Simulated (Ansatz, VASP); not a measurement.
# Two plane-wave programs on Lu

```
CELL_PARAMETERS angstrom
3.50482 0.00000 0.00000
-1.75241 3.03526 0.00000
0.00000 0.00000 5.46968
ATOMIC_POSITIONS crystal
Lu 0.33333 0.66667 0.25000
Lu 0.66667 0.33333 0.75000
```

Alike in both runs: task single point; functional r2SCAN; k mesh 10 × 10 × 6; occupations gaussian, width 0.6 eV; no spin polarisation.

|  | VASP | Ansatz |
| --- | --- | --- |
| version | VASP 6.6.1 | Ansatz 0.2.0 |
| potentials or method | VASP PAW PBE potentials, release 64 (Lu), cutoff 520 eV | plane waves (500 eV) with PAW, scalar-relativistic |
| valence electrons in the cell | 50 | 50 |

|  | VASP | Ansatz | Ansatz less VASP |
| --- | --- | --- | --- |
| pressure (GPa) | 0.8 | 0.5 | -0.33 |
| traceless stress, the component that is largest in VASP (GPa) | 0.57 | 0.51 | -0.053 |

VASP's potentials were made for PBE, not for r2SCAN.

Neither program's run includes spin-orbit coupling.
